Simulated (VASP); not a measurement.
Input of a VASP 6.6.1 run:

Contents of INCAR:

```
ALGO = Normal ; EDIFF = 1E-6
EDIFFG = -0.04 ; ENCUT = 600
GGA = PE ; IBRION = 2
ISIF = 3 ; ISMEAR = 0
LASPH = T ; LCHARG = F
LREAL = F ; LWAVE = F
NELM = 80 ; NSW = 90
PREC = Accurate ; SIGMA = 0.1
```

File KPOINTS:

```
k-points
0
Gamma
  6 6 6
```

The input POSCAR:

```
B
1.0
    3.9484462200      0.0000000000      0.0000000000
   -1.9742231100      3.4194547300      0.0000000000
    0.0000000000      0.0000000000      3.0805994500
B
8
Direct
    0.5000000000      0.0000000000      0.5000000000
    0.0000000000      0.5000000000      0.5000000000
    0.5000000000      0.5000000000      0.5000000000
    0.3333333300      0.6666666700      0.0000000000
    0.6666666700      0.3333333300      0.0000000000
    0.3333333300      0.6666666700      0.5000000000
    0.6666666700      0.3333333300      0.5000000000
    0.0000000000      0.0000000000      0.0000000000
```

Potentials or basis: VASP PAW PBE potentials, release 64 (B).

Command:

```sh
$ cat potpaw_PBE.64/B/POTCAR > POTCAR
$ mpirun -np 1 vasp_std > vasp.out
```

Q: What does it give for the relaxed volume?

A: 10.44 Å³/atom.

Q: Estimate the band gap on the k mesh.

A: Zero (bands 12 and 13 overlap by 3.24 eV).

Q: What does it give for the relaxed cell?

A: a = 5.592 Å, b = 5.592 Å, c = 3.085 Å, α = 90.00°, β = 90.00°, γ = 120.00°.

Stress tensor (GPa, compression positive):
```
0.01 0.00 0.00
0.00 0.01 0.00
0.00 0.00 0.46
```

Caveat: the volume moved by over 15 % at a fixed basis, so the end points are rough.
